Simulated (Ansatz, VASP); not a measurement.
## AlAs2: VASP beside Ansatz

```
Al As
1.0
     4.24351    0.00000    0.00000
     0.00000    4.24351    0.00000
     0.00000    0.00000    7.57415
Al As
2 4
Direct
  0.00000 0.50000 0.80584
  0.50000 0.00000 0.19416
  0.00000 0.00000 0.00000
  0.50000 0.50000 0.00000
  0.00000 0.50000 0.48668
  0.50000 0.00000 0.51332
```

Alike in both runs: functional PBE; k mesh 10 × 10 × 6; occupations gaussian, width 0.1 eV; no spin polarisation.

Ansatz relaxed the structure, and its values are those at the end. VASP's run is a single point on that final structure, the one shown.

|  | VASP | Ansatz |
| --- | --- | --- |
| version | VASP 6.6.1 | Ansatz 0.2.0 |
| potentials or method | VASP PAW PBE potentials, release 64 (Al, As), cutoff 520 eV | scalar-relativistic, plane waves, PAW |
| valence electrons in the cell | 26 | 66 |

Ansatz gave:

| Property | Result |
| --- | --- |
| gap on the k mesh at the Fermi level (eV) | none |
| pressure (GPa) | 0.0 |
| rms of the force components (eV/Å) | 0.002 |

Question: Estimate VASP's values.

Answer: gap on the k mesh at the Fermi level (eV): none; pressure (GPa): 0.1; rms of the force components (eV/Å): 0.007.

A gap of «none» marks a metal or a gap that the smearing closes. With one functional, cell and mesh, what is left measures potentials, basis and numerics. VASP's potentials hold 26 valence electrons a cell and Ansatz's 66, so a difference there can come from the potentials and not from the codes.
